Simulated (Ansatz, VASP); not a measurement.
## HfO2: VASP beside Ansatz

```
CELL_PARAMETERS angstrom
0.00000 2.65341 2.55750
2.55750 0.00000 2.55750
2.55750 2.65341 0.00000
ATOMIC_POSITIONS crystal
Hf 0.00000 0.00000 0.00000
O 0.25000 0.25000 0.25000
O 0.75000 0.75000 0.75000
```

Change from the starting cell: strain +0.0375 x Voigt [0, 1, 0, 0, 0, 0], atoms carried along.

Alike in both runs: task single point; functional r2SCAN; k mesh 8 × 8 × 8; occupations gaussian, width 0.05 eV; no spin polarisation.

```csv
,VASP,Ansatz
version,VASP 6.6.1,Ansatz 0.2.0
potentials or method,"VASP PAW PBE potentials, release 64 (Hf_pv, O), cutoff 520 eV","scalar-relativistic, plane waves, PAW"
valence electrons in the cell,22,38
```

```tsv
	VASP	Ansatz	Ansatz less VASP
gap on the k mesh at the Fermi level (eV)	3.83	3.85	+0.016
least direct gap on the mesh (eV)	3.90	3.91	+0.009
pressure (GPa)	-19.6	-16.4	+3.29
traceless stress, the component that is largest in VASP (GPa)	-11.29	-11.12	+0.166
```

VASP's potentials were made for PBE, not for r2SCAN. With one functional, cell and mesh, what is left measures potentials, basis and numerics. VASP's potentials hold 22 valence electrons a cell and Ansatz's 38, so a difference there can come from the potentials and not from the codes.

Neither program's run includes spin-orbit coupling.
